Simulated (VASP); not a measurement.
A run of VASP 6.6.1 is set up as follows.

Contents of INCAR:

```
PREC = Accurate
ENCUT = 600
EDIFF = 1E-6
ISMEAR = 0
SIGMA = 0.02
LREAL = False
LASPH = True
NELM = 80
ALGO = Normal
ISIF = 3
LWAVE = False
LCHARG = False
GGA = PE
IBRION = 2
NSW = 100
EDIFFG = -0.01
```

The input KPOINTS:

```
regular mesh
0
Gamma
  6 6 6
```

Contents of POSCAR:

```
Al3BP4
1.0
    5.2756374799      0.0000000000      0.0000000000
    0.0000000000      5.2756374799      0.0000000000
    0.0000000000      0.0000000000      5.2756374799
Al B P
3 1 4
Direct
    0.5000000000      0.0000000000      0.5000000000
    0.5000000000      0.5000000000      0.0000000000
    0.0000000000      0.5000000000      0.5000000000
    0.0000000000      0.0000000000      0.0000000000
    0.2259122254      0.7740877746      0.7740877746
    0.2259122254      0.2259122254      0.2259122254
    0.7740877746      0.7740877746      0.2259122254
    0.7740877746      0.2259122254      0.7740877746
```

Potentials or basis: VASP PAW PBE potentials, release 64 (Al, B, P).

Launch:

```console
$ cat potpaw_PBE.64/Al/POTCAR potpaw_PBE.64/B/POTCAR potpaw_PBE.64/P/POTCAR > POTCAR
$ mpirun -np 1 vasp_std > vasp.out
```

Task: Estimate the band gap on the k mesh.

Result: 1.04 eV (least direct gap 1.42 eV).

Final structure:
```xyz
8
Lattice="5.2756 0.0000 0.0000 0.0000 5.2756 0.0000 0.0000 0.0000 5.2756" Properties=species:S:1:pos:R:3 pbc="T T T"
Al    2.6378    0.0000    2.6378
Al    2.6378    2.6378    0.0000
Al    0.0000    2.6378    2.6378
B     0.0000    0.0000    0.0000
P     1.1918    4.0838    4.0838
P     1.1918    1.1918    1.1918
P     4.0838    4.0838    1.1918
P     4.0838    1.1918    4.0838
```

A k mesh can miss the band edges.
